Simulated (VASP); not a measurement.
Here is a VASP 6.6.1 calculation.

Contents of INCAR:

```
ALGO     = Normal         # electronic algorithm
DIPOL    = 0.5 0.5 0.503
EDIFF    = 1E-6           # SCF threshold, eV
ENCUT    = 520            # plane-wave cutoff, eV
GGA      = PS             # functional
IDIPOL   = 3            
ISIF     = 2              # what is computed and relaxed
ISMEAR   = 0              # smearing method
LASPH    = T              # aspherical terms in the spheres
LCHARG   = F              # write CHGCAR
LDIPOL   = T            
LREAL    = F              # projectors in reciprocal space
LWAVE    = F              # write WAVECAR
NBANDS   = 35             # bands
NELM     = 80             # most SCF steps
PREC     = Accurate       # precision mode
SIGMA    = 0.1            # smearing width, eV
```

The input KPOINTS:

```
k-points
0
Gamma
  12 12 1
```

File POSCAR:

```
Ti4O
1.0
    2.8679135954      0.0000000000      0.0000000000
   -1.4339567977      2.4836860295      0.0000000000
    0.0000000000      0.0000000000     26.0249249352
Ti O
4 1
Direct
    0.6666666667      0.3333333333      0.3266099719
    0.3333333333      0.6666666667      0.4165868556
    0.0000000000      0.0000000000      0.5080269110
    0.6666666667      0.3333333333      0.5921085072
    1.3333333333      0.6666666667      0.6738068193
```

Potentials or basis: VASP PAW PBE potentials, release 64 (Ti_sv, O).

Command:

```bash
$ cat potpaw_PBE.64/Ti_sv/POTCAR potpaw_PBE.64/O/POTCAR > POTCAR
$ mpirun -np 1 vasp_std > vasp.out
```

(1) Predict the band gap on the k mesh.

(2) Predict the largest force.

## Answers

(1) zero (bands 27 and 28 overlap by 0.63 eV).

(2) 4.321 eV/Å.

Caveat: the PAW data sets were made with another functional, which shifts forces and pressure a little.
